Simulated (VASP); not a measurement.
Runs of VASP 6.6.1 on PbSe (Clausthalite). The structure is that of space group Fm-3m (No. 225), or close to it. The cells are those of the table. 

```tsv
cell	gap on the mesh (eV)	pressure (GPa)
a = 4.280 Å, angles 60.0°, 2 atoms	(c)	3.6
a = 4.369 Å, angles 60.0°, 2 atoms	0.67	0.0
a = 4.325 Å, angles 60.0°, 2 atoms	0.57	(a)
a = 4.455 Å, angles 60.0°, 2 atoms	0.84	-2.7
a = 4.413 Å, angles 60.0°, 2 atoms	0.76	(b)
```

Alike in all rows: task single point; level r2SCAN; potentials or basis VASP PAW PBE potentials, release 64 (Pb_d, Se); no spin polarisation; k mesh 10 × 10 × 10; cutoff (eV) 550; smearing gaussian 0.02 eV.

Problem. Estimate the missing entries.

Solution. (a) 1.7; (b) -1.5; (c) 0.46.

Caveats: the PAW data sets were made with another functional, which shifts forces and pressure a little; spin-orbit coupling is left out, which moves the levels of the heavy elements.

A k mesh can miss the band edges, and the runs leave out spin-orbit coupling on Pb, Se.
